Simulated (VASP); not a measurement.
Runs of VASP 6.6.1 on Ga. The structure is that of space group Im-3m (No. 229), or close to it. The cells are those of the table. This isn't the form of Ga at room conditions, which is orthorhombic.

| task | cell | cutoff (eV) | gap on the mesh (eV) | pressure (GPa) |
| --- | --- | --- | --- | --- |
| relaxation of cell and atoms | relaxed to 29 GPa from a = 2.601 Å, angles 109.5°, 1 atom | 600 | none | 29.0 |
| single point | a = 2.828 Å, angles 109.5°, 1 atom | 520 | none | 0.1 |
| single point | a = 2.601 Å, angles 109.5°, 1 atom | 520 | none | 29.8 |
| single point | a = 2.602 Å, angles 109.5°, 1 atom | 520 | none | 29.5 |
| single point | a = 2.603 Å, angles 109.5°, 1 atom | 520 | none | (a) |

Alike in all rows: level LDA; potentials or basis VASP PAW LDA potentials, release 64 (Ga_d); no spin polarisation; k mesh 17 × 17 × 17; smearing fermi-dirac 0.08 eV.

Problem. Fill in the values left out.

Solution. (a) 29.4.

Caveats: the cell stands under pressure (at least some runs); the cell is relaxed towards a set pressure, so the run minimises the enthalpy, not the energy (at least some runs).

A k mesh can miss the band edges, and the runs leave out spin-orbit coupling on Ga.

A gap of «none» marks levels without a gap at the run's occupations.
